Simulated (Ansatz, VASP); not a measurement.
**Sn3GeSe in VASP and in Ansatz**

```
Sn Ge Se
1.0
     5.39772    0.00000    0.00000
     0.00000    5.39772    0.00000
     0.00000    0.00000    5.39772
Sn Ge Se
3 1 1
Direct
  0.50000 0.00000 0.00000
  0.00000 0.50000 0.00000
  0.00000 0.00000 0.50000
  0.00000 0.00000 0.00000
  0.50000 0.50000 0.50000
```

Alike in both runs: functional PBE; k mesh 4 × 4 × 4; occupations gaussian, width 0.1 eV; no spin polarisation.

Ansatz relaxed the structure, and its values are those at the end. VASP's run is a single point on that final structure, the one shown.

```csv
,VASP,Ansatz
version,VASP 6.6.1,Ansatz 0.2.0
potentials or method,"VASP PAW PBE potentials, release 64 (Sn_d, Ge_d, Se), cutoff 520 eV","scalar-relativistic, plane waves, PAW"
valence electrons in the cell,62,72
```

```csv
,VASP,Ansatz,Ansatz less VASP
gap on the k mesh at the Fermi level (eV),none,none,-
pressure (GPa),0.0,0.0,+0.03
```

A gap of «none» marks a metal or a gap that the smearing closes. VASP's potentials hold 62 valence electrons a cell and Ansatz's 72, so a difference there can come from the potentials and not from the codes.
